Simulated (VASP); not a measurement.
A run of VASP 6.6.1 is set up as follows.

INCAR

```
SYSTEM = SrO
PREC = Accurate
ENCUT = 600
EDIFF = 1E-6
ISMEAR = 0
SIGMA = 0.01
LREAL = .False.
LASPH = .True.
NELM = 120
ALGO = Normal
ISIF = 2
LWAVE = .False.
LCHARG = .False.
GGA = PE
NBANDS = 15
GGA_COMPAT = .False.
```

The input KPOINTS:

```
regular mesh
0
Gamma
  3 3 3
  0 0 0
```

Contents of POSCAR:

```
SrO
1.0
    0.0000000000      2.7922805108      2.7922805108
    2.7922805108      0.0000000000      2.7922805108
    2.7922805108      2.7922805108      0.0000000000
Sr O
1 1
Direct
    0.0000000000      0.0000000000      0.0000000000
    0.2500000000      0.2500000000      0.2500000000
```

Potentials or basis: VASP PAW PBE potentials, release 64 (Sr_sv, O).

Command:

```sh
$ cat potpaw_PBE.64/Sr_sv/POTCAR potpaw_PBE.64/O/POTCAR > POTCAR
$ mpirun -np 1 vasp_std > vasp.out
```

Task: Estimate the band gap on the k mesh.

Result: 2.76 eV, indirect (least direct gap 3.37 eV).

Task: What does it give for the pressure?

Result: 1.5 GPa.

Caveat: the k points lie up to 0.65 Å⁻¹ apart. A k mesh can miss the band edges.
